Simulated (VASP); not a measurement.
Runs of VASP 6.6.1 on Nb. The structure is that of space group P6_3/mmc (No. 194), or close to it. The cells are those of the table. 

```csv
task,cell,cutoff (eV),k mesh for the DOS,occupations for the DOS,gap on the mesh (eV),pressure (GPa)
single point,"a = 2.673, b = 2.673, c = 4.845 Å, angles 90.0, 90.0, 120.0°, 2 atoms",520,-,-,none,39.2
relaxation of shape and atoms at fixed volume,"relaxed from a = 2.554, b = 2.554, c = 4.684 Å, angles 90.0, 90.0, 120.0°, 2 atoms",600,-,-,none,87.8
relaxation of shape and atoms at fixed volume,"relaxed from a = 2.663, b = 2.663, c = 4.884 Å, angles 90.0, 90.0, 120.0°, 2 atoms",600,-,-,none,39.3
single point,"a = 2.811, b = 2.811, c = 5.156 Å, angles 90.0, 90.0, 120.0°, 2 atoms",520,-,-,none,-0.1
single point,"a = 2.574, b = 2.574, c = 4.610 Å, angles 90.0, 90.0, 120.0°, 2 atoms",520,-,-,none,87.7
single point,"a = 2.767, b = 2.767, c = 5.055 Å, angles 90.0, 90.0, 120.0°, 2 atoms",520,-,-,none,(a)
relaxation of shape and atoms at fixed volume,"relaxed from a = 2.303, b = 2.303, c = 4.224 Å, angles 90.0, 90.0, 120.0°, 2 atoms",600,-,-,none,316.3
```

Alike in all rows: level LDA; potentials or basis VASP PAW LDA potentials, release 64 (Nb_sv); no spin polarisation; k mesh 15 × 15 × 8; smearing fermi-dirac 0.05 eV.

**Question.** Fill in the values left out.

**Answer.** (a) 10.1.

A k mesh can miss the band edges, and the runs leave out spin-orbit coupling on Nb.

A gap of «none» marks levels without a gap at the run's occupations.
